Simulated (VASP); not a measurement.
Be2ZnTe2O, 6 atoms in the cell. It takes space group P-3m1 (No. 164, trigonal). Conventional cell: a = 4.218 Å, b = 4.218 Å, c = 7.894 Å, α = 90.00°, β = 90.00°, γ = 120.00°. Within 3.3 Å of Be (site symmetry 3m) lie 3 Te at 2.53 Å and 3 O at 2.66 Å and 3 Be at 3.25 Å. Zn (site symmetry -3m) has 2 Te at 2.19 Å within 2.9 Å. Within 2.3 Å of Te (site symmetry 3m) lie 1 O at 1.76 Å and 1 Zn at 2.19 Å. Within 2.3 Å of O (site symmetry -3m) lie 2 Te at 1.76 Å. The cell was built from a structure type or drawn by symmetry, and may not be a known phase.

* Program: VASP 6.6.1
* Task: relaxation of cell and atoms
* Functional: PBE
* Potentials or basis: VASP PAW PBE potentials, release 64 (Be, Zn, Te, O)
* Cutoff: 600 eV
* k mesh: 6 × 6 × 2
* Occupations: gaussian, width 0.1 eV
* Spin: no spin polarisation
* Dipole correction: no
* Further INCAR settings: ALGO = Normal; EDIFF = 1e-06; IBRION = 2; EDIFFG = -0.04; NSW = 90; ISIF = 3

Potentials or basis: VASP PAW PBE potentials, release 64 (Be, Zn, Te, O).

Run with:

```console
$ cat potpaw_PBE.64/Be/POTCAR potpaw_PBE.64/Zn/POTCAR potpaw_PBE.64/Te/POTCAR potpaw_PBE.64/O/POTCAR > POTCAR
$ mpirun -np 1 vasp_std > vasp.out
```

Hardware: 1 thread of Intel(R) Xeon(R) 6975P-C (Granite Rapids), on a shared host.

Estimate the wall time of this run.

Run time: 4.5 min on 1 thread of Intel(R) Xeon(R) 6975P-C (Granite Rapids), on a shared host, peak memory 0.32 GiB. Counts: scf iterations 155, k points 14, ion steps 16.
